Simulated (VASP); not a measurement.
# MoH8 (P6/mmm) in VASP: relaxation of cell and atoms with PBE

Aim: the relaxation of cell and atoms of MoH8 with PBE.

Everything below comes from runs of VASP 6.6.1. Logs are shortened: lines on timing, memory, paths and dates and some standing lists are left out, and cuts for length are marked.

## (1) The cell of the first run

The structure is hexagonal, space group P6/mmm (No. 191). Conventional cell: a = 3.418 Å, b = 3.418 Å, c = 5.983 Å, α = 90.00°, β = 90.00°, γ = 120.00°. Within 2.3 Å of H (site symmetry 6mm) lie 1 Mo at 1.76 Å and 6 H at 1.92 Å. Within 2.3 Å of H (site symmetry 2mm) lie 7 H at 1.71 to 1.92 Å and 2 Mo at 1.92 Å. Mo (site symmetry 6/mmm) has 14 H at 1.76 to 1.92 Å within 2.3 Å.

The cell was generated, and may not be a known phase.

## (2) Relaxation of cell and atoms, PBE

INCAR

```
SYSTEM = MoH8
PREC     = Accurate       ! precision mode
ENCUT    = 910            ! plane-wave cutoff, eV
EDIFF    = 1E-7           ! SCF threshold, eV
ISMEAR   = 0              ! smearing method
SIGMA    = 0.01           ! smearing width, eV
LREAL    = .FALSE.        ! projectors in reciprocal space
LASPH    = .TRUE.         ! aspherical terms in the spheres
NELM     = 120            ! most SCF steps
ALGO     = Normal         ! electronic algorithm
ISIF     = 3              ! what is computed and relaxed
LWAVE    = .FALSE.        ! write WAVECAR
LCHARG   = .FALSE.        ! write CHGCAR
GGA      = PE             ! functional
IBRION   = 2              ! ionic algorithm
NSW      = 100            ! ionic steps
EDIFFG   = -0.01          ! ionic threshold
GGA_COMPAT= .FALSE.      
NELMIN   = 4
```

KPOINTS

```
Automatic mesh
0
G
  12 12 6
  0 0 0
```

POSCAR

```
MoH8
1.0
    3.4182168046      0.0000000000      0.0000000000
   -1.7091084023      2.9602625884      0.0000000000
    0.0000000000      0.0000000000      5.9832827806
H Mo
8 1
Direct
    0.0000000000      0.0000000000      0.2061355756
    0.0000000000      0.0000000000      0.7938644244
    0.5000000000      0.0000000000      0.6473413359
    0.0000000000      0.5000000000      0.6473413359
    0.5000000000      0.5000000000      0.6473413359
    0.5000000000      0.0000000000      0.3526586641
    0.0000000000      0.5000000000      0.3526586641
    0.5000000000      0.5000000000      0.3526586641
    0.0000000000      0.0000000000      0.5000000000
```

Potentials or basis: VASP PAW PBE potentials, release 64 (H_h, Mo_sv).

Command:

```
cat potpaw_PBE.64/H_h/POTCAR potpaw_PBE.64/Mo_sv/POTCAR > POTCAR
mpirun -np 1 vasp_std > vasp.out
```

OUTCAR:

```text
SYSTEM = MoH8
   PREC = Accurate
   ENCUT = 910
   EDIFF = 1E-7
   ISMEAR = 0
   LREAL = .FALSE.
   LASPH = .TRUE.
   NELM = 120
   ISIF = 3
   GGA = PE
   IBRION = 2
   NSW = 100
   EDIFFG = -0.01
   NELMIN = 4

 ion  position               nearest neighbor table
   1  0.000  0.000  0.206-   9 1.76
   2  0.000  0.000  0.794-   9 1.76
   3  0.500  0.000  0.647-   9 1.92   9 1.92
   4  0.000  0.500  0.647-   9 1.92   9 1.92
   5  0.500  0.500  0.647-   9 1.92   9 1.92
   6  0.500  0.000  0.353-   9 1.92   9 1.92
   7  0.000  0.500  0.353-   9 1.92   9 1.92
   8  0.500  0.500  0.353-   9 1.92   9 1.92
   9  0.000  0.000  0.500-   1 1.76   2 1.76   4 1.92   5 1.92   7 1.92   8 1.92   4 1.92   7 1.92
                             5 1.92   8 1.92   3 1.92   6 1.92   3 1.92   6 1.92

  LATTYP: Found a hexagonal cell.
 ALAT       =     3.4182168046
 C/A-ratio  =     1.7504105569

  Lattice vectors:

 A1 = (   3.4182168046,   0.0000000000,   0.0000000000)
 A2 = (  -1.7091084023,   2.9602625884,   0.0000000000)
 A3 = (   0.0000000000,   0.0000000000,   5.9832827806)

Analysis of symmetry for initial positions (statically):
=====================================================================
 Subroutine PRICEL returns:
 Original cell was already a primitive cell.

 Routine SETGRP: Setting up the symmetry group for a
 hexagonal supercell.

 Subroutine GETGRP returns: Found 24 space group operations
 (whereof 24 operations were pure point group operations)
 out of a pool of 24 trial point group operations.

The static configuration has the point symmetry D_6h.

Analysis of symmetry for dynamics (positions and initial velocities):
=====================================================================
 Subroutine PRICEL returns:
 Original cell was already a primitive cell.

 Routine SETGRP: Setting up the symmetry group for a
 hexagonal supercell.

 Subroutine GETGRP returns: Found 24 space group operations
 (whereof 24 operations were pure point group operations)
 out of a pool of 24 trial point group operations.

The dynamic configuration has the point symmetry D_6h.

 Subroutine INISYM returns: Found 24 space group operations
 (whereof 24 operations are pure point group operations),
 and found     1 'primitive' translations

----------------------------------------------------------------------------------------

                                     Primitive cell

  volume of cell :      60.5438

  direct lattice vectors                    reciprocal lattice vectors
     3.418216805  0.000000000  0.000000000     0.292550197  0.168903935  0.000000000
    -1.709108402  2.960262588  0.000000000     0.000000000  0.337807870  0.000000000
     0.000000000  0.000000000  5.983282781     0.000000000  0.000000000  0.167132331

  length of vectors
     3.418216805  3.418216805  5.983282781     0.337807870  0.337807870  0.167132331

  position of ions in fractional coordinates (direct lattice)
     0.000000000  0.000000000  0.206135576
     0.000000000  0.000000000  0.793864424
     0.500000000  0.000000000  0.647341336
     0.000000000  0.500000000  0.647341336
     0.500000000  0.500000000  0.647341336
     0.500000000  0.000000000  0.352658664
     0.000000000  0.500000000  0.352658664
     0.500000000  0.500000000  0.352658664
     0.000000000  0.000000000  0.500000000

  ion indices of the primitive-cell ions
   primitive index   ion index
                 1           1
                 2           2
                 3           3
                 4           4
                 5           5
                 6           6
                 7           7
                 8           8
                 9           9

----------------------------------------------------------------------------------------

 KPOINTS: Automatic mesh

Automatic generation of k-mesh.
 Grid dimensions read from file:
[... 58 lines left out ...]
   ICHARG =      2    charge: 1-file 2-atom 10-const
   ISPIN  =      1    spin polarized calculation?
   LNONCOLLINEAR =      F non collinear calculations
   LSORBIT =      F    spin-orbit coupling
   LASPH  =      T    aspherical Exc in radial PAW
   ENCUT  =  910.0 eV  66.88 Ry    8.18 a.u.   8.41  8.41 14.72*2*pi/ulx,y,z
   NELM   =    120;   NELMIN=  4; NELMDL= -5     # of ELM steps
   EDIFF  = 0.1E-06   stopping-criterion for ELM
   LREAL  =      F    real-space projection
   EDIFFG = -.1E-01   stopping-criterion for IOM
   NSW    =    100    number of steps for IOM
   IBRION =      2    ionic relax: 0-MD 1-quasi-New 2-CG
   NFREE  =      1    steps in history (QN), initial steepest desc. (CG)
   ISIF   =      3    stress and relaxation
   ISYM   =      2    0-nonsym 1-usesym 2-fastsym
   POTIM  = 0.5000    time-step for ionic-motion
   TEBEG  =    0.0;   TEEND  =   0.0 temperature during run
   PSTRESS=    0.0 pullay stress
   NELECT =      22.0000    total number of electrons
   NUPDOWN=      -1.0000    fix difference up-down
   EMIN   =  10.00;   EMAX   =-10.00  energy-range for DOS
   EFERMI =   0.00;   METHOD = LEGACY
   ISMEAR =     0;   SIGMA  =   0.01  broadening in eV -4-tet -1-fermi 0-gaus
   EFERMI_NEDOS =   21; number of points for ismear=-14 and -15
   IALGO  =     38    algorithm
   IMIX   =      4    mixing-type and parameters
     AMIX     =   0.40;   BMIX     =  1.00
     AMIX_MAG =   1.60;   BMIX_MAG =  1.00
  volume/ion in A,a.u.               =       6.73        45.40
  Fermi-wavevector in a.u.,A,eV,Ry     =   1.168223  2.207622 18.568498  1.364746
  Thomas-Fermi vector in A             =   2.304713
   LORBIT       =      0    0 simple, 1 ext, 2 COOP (PROOUT), +10 PAW based schemes
   GGA     = PE    functional components
   LHFCALC =     F    Hartree Fock is set to
   AEXX    =    0.0000 exact exchange contribution
   IVDW    =     0    specifies the selected vdW correction
   LEPSILON=     F    determine dielectric tensor
   LRPA    =     F    only Hartree local field effects (RPA)
 conjugate gradient relaxation of ions
 non-spin polarized calculation
 Gauss-broadening in eV      SIGMA  =   0.01
  energy-cutoff  :      910.00
  volume of cell :       60.54
 maximum number of plane-waves:      3839
 NGX is ok and might be reduce to    36
   NGX = 17   NGY = 17   NGZ = 29

--------------------------------------- Ionic step        1  -------------------------------------------

 number of electron      22.0000000 magnetization

 Free energy of the ion-electron system (eV)
  ---------------------------------------------------
  ext. energy  EPLUGINS =         0.00000000
  ---------------------------------------------------
  free energy    TOTEN  =       -34.13368296 eV

  energy without entropy =      -34.13368296  energy(sigma->0) =      -34.13368296

------------------------ aborting loop because EDIFF is reached ----------------------------------------

  FORCE on cell =-STRESS in cart. coord.  units (eV):
  Direction    XX          YY          ZZ          XY          YZ          ZX
  --------------------------------------------------------------------------------------
  -------------------------------------------------------------------------------------
  Total       -0.1264218     -0.1264218      0.1349652      0.0000000      0.0000000      0.0000000
  in kB       -3.3455163     -3.3455163      3.5716024      0.0000000      0.0000000      0.0000000
  external PRESSURE =      -1.0398100 kB  Pullay stress =       0.0000000 kB

 VOLUME and BASIS-vectors are now :
 -----------------------------------------------------------------------------
  energy-cutoff  :      910.00
  volume of cell :       60.54
      direct lattice vectors                 reciprocal lattice vectors
     3.418216805  0.000000000  0.000000000     0.292550197  0.168903935  0.000000000
    -1.709108402  2.960262588  0.000000000     0.000000000  0.337807870  0.000000000
     0.000000000  0.000000000  5.983282781     0.000000000  0.000000000  0.167132331

 POSITION                                       TOTAL-FORCE (eV/Angst)
 -----------------------------------------------------------------------------------
      0.00000      0.00000      1.23337         0.000000     -0.000000     -0.055963
      0.00000      0.00000      4.74992        -0.000000      0.000000      0.055963
      1.70911      0.00000      3.87323        -0.000000     -0.000000      0.006607
     -0.85455      1.48013      3.87323         0.000000     -0.000000      0.006607
      0.85455      1.48013      3.87323         0.000000      0.000000      0.006607
      1.70911      0.00000      2.11006         0.000000      0.000000     -0.006607
     -0.85455      1.48013      2.11006        -0.000000      0.000000     -0.006607
      0.85455      1.48013      2.11006        -0.000000      0.000000     -0.006607
      0.00000      0.00000      2.99164         0.000000     -0.000000      0.000000
 -----------------------------------------------------------------------------------
    total drift:                               -0.000000     -0.000000      0.000000

  FREE ENERGIE OF THE ION-ELECTRON SYSTEM (eV)
  ---------------------------------------------------
  free  energy   TOTEN  =       -34.1336829631 eV

  energy  without entropy=      -34.1336829631  energy(sigma->0) =      -34.13368296

--------------------------------------- Ionic step        2  -------------------------------------------

 number of electron      22.0000000 magnetization

 Free energy of the ion-electron system (eV)
  ---------------------------------------------------
  ext. energy  EPLUGINS =         0.00000000
  ---------------------------------------------------
  free energy    TOTEN  =       -34.13403786 eV

  energy without entropy =      -34.13403786  energy(sigma->0) =      -34.13403786

 E-fermi :   2.1329     XC(G=0):  -8.9748

 val. band max:        2.0282743713   @ k =   0.5000   0.0000   0.5000
 cond. band min:       2.2219327711   @ k =   0.0000   0.0000   0.5000
 fundamental gap:      0.1936583998
 Fermi energy:         2.1329023844

 k-point     1 :       0.0000    0.0000    0.0000
  band No.  band energies     occupation
      1     -58.8751      2.00000
      2     -33.0699      2.00000
      3     -33.0699      2.00000
      4     -32.8081      2.00000
      5      -9.3100      2.00000
      6      -4.9649      2.00000
[... 433 lines left out ...]
      3     -33.1140      2.00000
      4     -32.7767      2.00000
      5      -7.2680      2.00000
      6      -4.6925      2.00000
[... 8 lines left out ...]
     15       7.1216      0.00000
     16       7.3222      0.00000

 [... further k-points ...]
[... 5 lines left out ...]
  --------------------------------------------------------------------------------------
  -------------------------------------------------------------------------------------
  Total       -0.0669406     -0.0669406     -0.0418756     -0.0000000      0.0000000     -0.0000000
  in kB       -1.7725799     -1.7725799     -1.1088602     -0.0000000      0.0000000     -0.0000000
  external PRESSURE =      -1.5513400 kB  Pullay stress =       0.0000000 kB

 VOLUME and BASIS-vectors are now :
 -----------------------------------------------------------------------------
  energy-cutoff  :      910.00
  volume of cell :       60.51
      direct lattice vectors                 reciprocal lattice vectors
     3.415900422  0.000000000  0.000000000     0.292748581  0.169018472 -0.000000000
    -1.707950211  2.958256543 -0.000000000     0.000000000  0.338036944  0.000000000
     0.000000000  0.000000000  5.987611407    -0.000000000  0.000000000  0.167011506

 POSITION                                       TOTAL-FORCE (eV/Angst)
 -----------------------------------------------------------------------------------
      1.70795      2.95826      1.23156        -0.000000     -0.000000     -0.009662
      0.00000      0.00000      4.75605         0.000000      0.000000      0.009662
      0.00000      2.95826      3.87635         0.000000      0.000000      0.006309
     -0.85398      1.47913      3.87635         0.000000     -0.000000      0.006309
      0.85398      1.47913      3.87635         0.000000      0.000000      0.006309
      1.70795      0.00000      2.11126        -0.000000     -0.000000     -0.006309
      2.56193      1.47913      2.11126        -0.000000     -0.000000     -0.006309
      0.85398      1.47913      2.11126        -0.000000      0.000000     -0.006309
     -1.70795      2.95826      2.99381         0.000000     -0.000000     -0.000000
 -----------------------------------------------------------------------------------
    total drift:                               -0.000000      0.000000      0.000000

  FREE ENERGIE OF THE ION-ELECTRON SYSTEM (eV)
  ---------------------------------------------------
  free  energy   TOTEN  =       -34.1340378627 eV

  energy  without entropy=      -34.1340378627  energy(sigma->0) =      -34.13403786

 reached required accuracy - stopping structural energy minimisation
```

Run time: 2.1 min. Hardware: 1 thread of Intel Xeon 6975P-C (Granite Rapids), shared host; peak memory 0.39 GiB.

Results:

```
Free energy                           : -34.1340 eV
Relaxed volume                        : 6.72 Å³/atom
Relaxed cell                          : a = 3.416 Å, b = 3.416 Å, c = 5.988 Å, α = 90.00°, β = 90.00°, γ = 120.00°
Space group after relaxing (to 0.1 Å) : P6/mmm (No. 191)
Energy gained by relaxing             : 0.0 meV/atom
Ionic steps                           : 2
Pressure after relaxing               : -0.2 GPa
Largest force after relaxing          : 0.010 eV/Å
Band gap on the k mesh                : 0.19 eV (least direct gap 0.28 eV)
```

Forces in eV/Å, atoms in the order of the input:
```
H    0.000  0.000 -0.010
H    0.000  0.000  0.010
H    0.000  0.000  0.006
H    0.000  0.000  0.006
H    0.000  0.000  0.006
H    0.000  0.000 -0.006
H    0.000  0.000 -0.006
H    0.000  0.000 -0.006
Mo   0.000  0.000  0.000
```

Step by step:
| step | energy change (eV) | largest force (eV/Å) | pressure (GPa) | volume (Å³) |
| --- | --- | --- | --- | --- |
| 1 | 0.0000 | 0.0560 | -0.10 | 60.54 |
| 2 | -0.0004 | 0.0097 | -0.16 | 60.51 |

Final structure:
```
H Mo
1.0
     3.41590    0.00000    0.00000
    -1.70795    2.95826    0.00000
     0.00000    0.00000    5.98761
H Mo
8 1
Cartesian
  1.7079 2.9583 1.2316
  0.0000 0.0000 4.7561
  0.0000 2.9583 3.8763
  -0.8540 1.4791 3.8763
  0.8540 1.4791 3.8763
  1.7079 0.0000 2.1113
  2.5619 1.4791 2.1113
  0.8540 1.4791 2.1113
  -1.7080 2.9583 2.9938
```

Levels at points of the mesh, in eV from the valence-band top:
```tsv
k point	band 8	band 9	band 10	band 11	band 12	band 13	band 14	band 15
(0.00, 0.00, 0.00)	-4.27	-4.27	-0.08	-0.08	1.81	3.56	3.92	3.92
(0.50, 0.00, 0.00)	-4.35	-3.09	-1.95	-0.02	0.81	1.96	1.98	5.65
(0.00, 0.00, 0.50)	-4.27	-4.27	-0.09	-0.09	0.19	3.89	3.89	7.07
(0.50, 0.00, 0.50)	-3.98	-3.60	-1.97	0.00	0.81	1.24	2.03	5.15
```
